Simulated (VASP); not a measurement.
# Pd (Fm-3m) in VASP: settings compared, part 2 of 2

VASP 6.6.1. Earlier steps stand in the parts before.

## 4. Single point, HSE06

This run uses another cell than the first one, of 14.07 Å³/atom, 0.920 times its volume.

Input file POSCAR:

```
Pd
1.0
    0.0000000000      1.9159999877      1.9159999877
    1.9159999877      0.0000000000      1.9159999877
    1.9159999877      1.9159999877      0.0000000000
Pd
1
Direct
    0.0000000000      0.0000000000      0.0000000000
```

Input file INCAR.step1:

```
SYSTEM = Pd
PREC     = Accurate       ! precision mode
ENCUT    = 520            ! plane-wave cutoff, eV
EDIFF    = 1E-5           ! SCF threshold, eV
ISMEAR   = -1             ! smearing method
SIGMA    = 0.1            ! smearing width, eV
LREAL    = .FALSE.        ! projectors in reciprocal space
LASPH    = .TRUE.         ! aspherical terms in the spheres
NELM     = 100            ! most SCF steps
ALGO     = Normal         ! electronic algorithm
ISIF     = 2              ! what is computed and relaxed
LWAVE    = .TRUE.         ! write WAVECAR
LCHARG   = .FALSE.        ! write CHGCAR
GGA      = PE             ! functional
NBANDS   = 11             ! bands
```

Input file INCAR.step2:

```
SYSTEM = Pd
PREC     = Accurate       ! precision mode
ENCUT    = 520            ! plane-wave cutoff, eV
EDIFF    = 1E-6           ! SCF threshold, eV
ISMEAR   = -1             ! smearing method
SIGMA    = 0.1            ! smearing width, eV
LREAL    = .FALSE.        ! projectors in reciprocal space
LASPH    = .TRUE.         ! aspherical terms in the spheres
NELM     = 100            ! most SCF steps
ALGO     = Normal         ! electronic algorithm
ISIF     = 2              ! what is computed and relaxed
LWAVE    = .FALSE.        ! write WAVECAR
LCHARG   = .FALSE.        ! write CHGCAR
GGA      = PE             ! functional
LHFCALC  = .TRUE.         ! exact exchange
HFSCREEN = 0.2079         ! screening, 1/A
PRECFOCK = Normal       
ISTART   = 1            
NBANDS   = 11             ! bands
```

Input file KPOINTS:

```
Automatic mesh
0
G
  6 6 6
  0 0 0
```

Potentials or basis: VASP PAW PBE potentials, release 64 (Pd).

Started as:

```console
$ cat potpaw_PBE.64/Pd/POTCAR > POTCAR
$ cp INCAR.step1 INCAR
$ mpirun -np 1 vasp_std > vasp.out
$ cp INCAR.step2 INCAR
$ mpirun -np 1 vasp_std > vasp.out
```

OUTCAR:

```text
SYSTEM = Pd
   PREC = Accurate
   ENCUT = 520
   EDIFF = 1E-6
   ISMEAR = -1
   LREAL = .FALSE.
   LASPH = .TRUE.
   NELM = 100
   ISIF = 2
   GGA = PE
   LHFCALC = .TRUE.
   HFSCREEN = 0.2079
   PRECFOCK = Normal
   ISTART = 1

 ion  position               nearest neighbor table
   1  0.000  0.000  0.000-

  LATTYP: Found a face centered cubic cell.
 ALAT       =     3.8319999754

  Lattice vectors:

 A1 = (   0.0000000000,   1.9159999877,   1.9159999877)
 A2 = (   1.9159999877,   0.0000000000,   1.9159999877)
 A3 = (   1.9159999877,   1.9159999877,   0.0000000000)

Analysis of symmetry for initial positions (statically):
=====================================================================
 Subroutine PRICEL returns:
 Original cell was already a primitive cell.

 Routine SETGRP: Setting up the symmetry group for a
 face centered cubic supercell.

 Subroutine GETGRP returns: Found 48 space group operations
[... 9 lines left out ...]

 Routine SETGRP: Setting up the symmetry group for a
 face centered cubic supercell.

 Subroutine GETGRP returns: Found 48 space group operations
[... 11 lines left out ...]
                                     Primitive cell

  volume of cell :      14.0675

  direct lattice vectors                    reciprocal lattice vectors
     0.000000000  1.915999988  1.915999988    -0.260960336  0.260960336  0.260960336
     1.915999988  0.000000000  1.915999988     0.260960336 -0.260960336  0.260960336
     1.915999988  1.915999988  0.000000000     0.260960336  0.260960336 -0.260960336

  length of vectors
     2.709633168  2.709633168  2.709633168     0.451996560  0.451996560  0.451996560

  position of ions in fractional coordinates (direct lattice)
     0.000000000  0.000000000  0.000000000

  ion indices of the primitive-cell ions
   primitive index   ion index
                 1           1

----------------------------------------------------------------------------------------

 KPOINTS: Automatic mesh

Automatic generation of k-mesh.
 Grid dimensions read from file:
 generate k-points for:    6    6    6

 Generating k-lattice:

  Cartesian coordinates                     Fractional coordinates (reciprocal lattice)
    -0.043493389  0.043493389  0.043493389     0.166666667  0.000000000  0.000000000
     0.043493389 -0.043493389  0.043493389     0.000000000  0.166666667  0.000000000
     0.043493389  0.043493389 -0.043493389     0.000000000  0.000000000  0.166666667

  Length of vectors
     0.075332760  0.075332760  0.075332760

  Shift w.r.t. Gamma in fractional coordinates (k-lattice)
     0.000000000  0.000000000  0.000000000

 Subroutine IBZKPT returns following result:
 ===========================================

 Found     16 irreducible k-points:

 Following reciprocal coordinates:
            Coordinates               Weight
  0.000000  0.000000  0.000000      1.000000
  0.166667  0.000000  0.000000      8.000000
  0.333333  0.000000  0.000000      8.000000
  0.500000  0.000000  0.000000      4.000000
  0.166667  0.166667  0.000000      6.000000
  0.333333  0.166667  0.000000     24.000000
[... 8 lines left out ...]
 -0.333333  0.333333  0.166667     24.000000
 -0.333333  0.500000  0.166667     12.000000
   k-points           NKPTS =     16   k-points in BZ     NKDIM =    216   number of bands    NBANDS=     11
   number of dos      NEDOS =    301   number of ions     NIONS =      1
   total plane-waves  NPLWV =   8000
   dimension x,y,z NGX =    20 NGY =   20 NGZ =   20
   dimension x,y,z NGXF=    40 NGYF=   40 NGZF=   40
   ions per type =               1
   NGX,Y,Z   is equivalent  to a cutoff of  12.27, 12.27, 12.27 a.u.
   NGXF,Y,Z  is equivalent  to a cutoff of  24.54, 24.54, 24.54 a.u.
 SYSTEM =  Pd
   PREC   = accura    normal or accurate (medium, high low for compatibility)
   ISTART =      1    job   : 0-new  1-cont  2-samecut
   ICHARG =      0    charge: 1-file 2-atom 10-const
   ISPIN  =      1    spin polarized calculation?
   LNONCOLLINEAR =      F non collinear calculations
   LSORBIT =      F    spin-orbit coupling
   LASPH  =      T    aspherical Exc in radial PAW
   ENCUT  =  520.0 eV  38.22 Ry    6.18 a.u.   5.04  5.04  5.04*2*pi/ulx,y,z
   NELM   =    100;   NELMIN=  2; NELMDL=  0     # of ELM steps
   EDIFF  = 0.1E-05   stopping-criterion for ELM
   LREAL  =      F    real-space projection
   EDIFFG = 0.1E-04   stopping-criterion for IOM
   NSW    =      0    number of steps for IOM
   IBRION =     -1    ionic relax: 0-MD 1-quasi-New 2-CG
   NFREE  =      0    steps in history (QN), initial steepest desc. (CG)
   ISIF   =      2    stress and relaxation
   ISYM   =      3    0-nonsym 1-usesym 2-fastsym
   POTIM  = 0.5000    time-step for ionic-motion
   TEBEG  =    0.0;   TEEND  =   0.0 temperature during run
   PSTRESS=    0.0 pullay stress
   NELECT =      10.0000    total number of electrons
   NUPDOWN=      -1.0000    fix difference up-down
   EMIN   =  10.00;   EMAX   =-10.00  energy-range for DOS
   EFERMI =   0.00;   METHOD = LEGACY
   ISMEAR =    -1;   SIGMA  =   0.10  broadening in eV -4-tet -1-fermi 0-gaus
   EFERMI_NEDOS =   21; number of points for ismear=-14 and -15
   IALGO  =     38    algorithm
   IMIX   =      1    mixing-type and parameters
     AMIX     =   0.40;   BMIX     =  1.00
     AMIX_MAG =   1.60;   BMIX_MAG =  1.00
  volume/ion in A,a.u.               =      14.07        94.93
  Fermi-wavevector in a.u.,A,eV,Ry     =   1.461064  2.761011 29.044478  2.134709
  Thomas-Fermi vector in A             =   2.577440
   LORBIT       =      0    0 simple, 1 ext, 2 COOP (PROOUT), +10 PAW based schemes
   GGA     = PE    functional components
   LHFCALC =     T    Hartree Fock is set to
   PRECFOCK=normal    Normal, Fast or Accurate (Low or Medium for compatibility)
   ENCUT4O =  -1.0   cutoff for four orbital integrals eV
   NKREDX  =     1    reduce k-point grid by
   NKREDY  =     1    reduce k-point grid by
   NKREDZ  =     1    reduce k-point grid by
   AEXX    =    0.2500 exact exchange contribution
   HFSCREEN=    0.2079 screening length (either q_TF or 0.3 A-1)
   HFSCREENC=   0.2079 screening length for correlation (either q_TF or 0.3 A-1)
   ENCUTFOCK=  -1.0 apply spherical cutoff to Coloumb kernel
   IVDW    =     0    specifies the selected vdW correction
   LEPSILON=     F    determine dielectric tensor
   LRPA    =     F    only Hartree local field effects (RPA)
 non-spin polarized calculation
  energy-cutoff  :      520.00
  volume of cell :       14.07
 maximum number of plane-waves:       392
  NGX = 16; NGY = 16; NGZ = 16

 number of electron      10.0000005 magnetization

 Free energy of the ion-electron system (eV)
  ---------------------------------------------------
  ext. energy  EPLUGINS =         0.00000000
  ---------------------------------------------------
  free energy    TOTEN  =        -5.95910421 eV

  energy without entropy =       -5.90513456  energy(sigma->0) =       -5.93211939

 E-fermi :   9.7653     XC(G=0): -10.9605

 val. band max:        9.7450228585   @ k =   0.5000   0.1667   0.0000
 cond. band min:       9.8030829635   @ k =   0.3333   0.3333   0.0000
 fundamental gap:      0.0580601050
 Fermi energy:         9.7653085128

 k-point     1 :       0.0000    0.0000    0.0000
  band No.  band energies     occupation
      1       1.9577      2.00000
      2       6.2323      2.00000
      3       6.2323      2.00000
      4       6.2323      2.00000
      5       7.9168      2.00000
      6       7.9168      2.00000
      7      28.6848      0.00000
      8      33.9419      0.00000
      9      33.9419      0.00000
     10      33.9419      0.00000
     11      39.2545      0.00000

 k-point     2 :       0.1667    0.0000    0.0000
  band No.  band energies     occupation
      1       3.0236      2.00000
      2       6.0222      2.00000
      3       6.5304      2.00000
      4       6.5304      2.00000
      5       7.8852      2.00000
      6       7.8852      2.00000
      7      29.1433      0.00000
      8      30.1496      0.00000
      9      35.1783      0.00000
     10      35.1783      0.00000
     11      38.8811      0.00000
[... 183 lines left out ...]
 k-point    16 :      -0.3333    0.5000    0.1667
  band No.  band energies     occupation
      1       4.0499      2.00000
      2       4.5633      2.00000
      3       7.3036      2.00000
      4       8.3658      2.00000
      5      10.2747      0.01219
      6      17.9042      0.00000
      7      22.4080      0.00000
      8      22.6878      0.00000
      9      23.5523      0.00000
     10      35.9699      0.00000
     11      38.9543      0.00000

------------------------ aborting loop because EDIFF is reached ----------------------------------------

  FORCE on cell =-STRESS in cart. coord.  units (eV):
  Direction    XX          YY          ZZ          XY          YZ          ZX
  --------------------------------------------------------------------------------------
  -------------------------------------------------------------------------------------
  Total        0.9995948      0.9995948      0.9995948      0.0000000      0.0000000      0.0000000
  in kB      113.8460778    113.8460778    113.8460778      0.0000000      0.0000000      0.0000000
  external PRESSURE =     113.8460778 kB  Pullay stress =       0.0000000 kB

 VOLUME and BASIS-vectors are now :
 -----------------------------------------------------------------------------
  energy-cutoff  :      520.00
  volume of cell :       14.07
      direct lattice vectors                 reciprocal lattice vectors
     0.000000000  1.915999988  1.915999988    -0.260960336  0.260960336  0.260960336
     1.915999988  0.000000000  1.915999988     0.260960336 -0.260960336  0.260960336
     1.915999988  1.915999988  0.000000000     0.260960336  0.260960336 -0.260960336

 POSITION                                       TOTAL-FORCE (eV/Angst)
 -----------------------------------------------------------------------------------
      0.00000      0.00000      0.00000         0.000000     -0.000000      0.000000
 -----------------------------------------------------------------------------------
    total drift:                                0.000003      0.000005      0.000005

  FREE ENERGIE OF THE ION-ELECTRON SYSTEM (eV)
  ---------------------------------------------------
  free  energy   TOTEN  =        -5.9591042136 eV

  energy  without entropy=       -5.9051345582  energy(sigma->0) =       -5.93211939
```

It took 3.9 min on 1 thread of AMD EPYC 9R45 (Zen 5), shared host; peak memory 0.2 GiB.

Results:

* Free energy: -5.9591 eV
* Pressure: 11.4 GPa
* Band gap on the k mesh: zero (band 5 reaches 10.29 eV, above the bottom of band 6 at 7.89 eV)

Caveat: the k points lie up to 0.47 Å⁻¹ apart; the PAW data sets were made with another functional, which shifts forces and pressure a little.

## 5. Overview

| level | cell | k mesh | cutoff (eV) | grid for exact exchange (PRECFOCK) | screening parameter | gap on the mesh (eV) | pressure (GPa) |
| --- | --- | --- | --- | --- | --- | --- | --- |
| PBE | a = 2.786 Å, angles 60.0°, 1 atom | 12 × 12 × 12 | 500 | - | - | none | 0.3 |
| PBE | a = 2.786 Å, angles 60.0°, 1 atom | 12 × 12 × 12 | 520 | - | - | none | 0.3 |
| HSE06 | a = 2.710 Å, angles 60.0°, 1 atom | 6 × 6 × 6 | 520 | Normal | 0.2079 1/Å | none | 11.4 |

Alike in all rows: task single point; potentials or basis VASP PAW PBE potentials, release 64 (Pd); no spin polarisation; smearing fermi-dirac 0.1 eV.

Caveats: some runs use coarse meshes; the PAW data sets were made with another functional, which shifts forces and pressure a little (some runs).

Absolute energies hang on the potentials; compare differences alone.
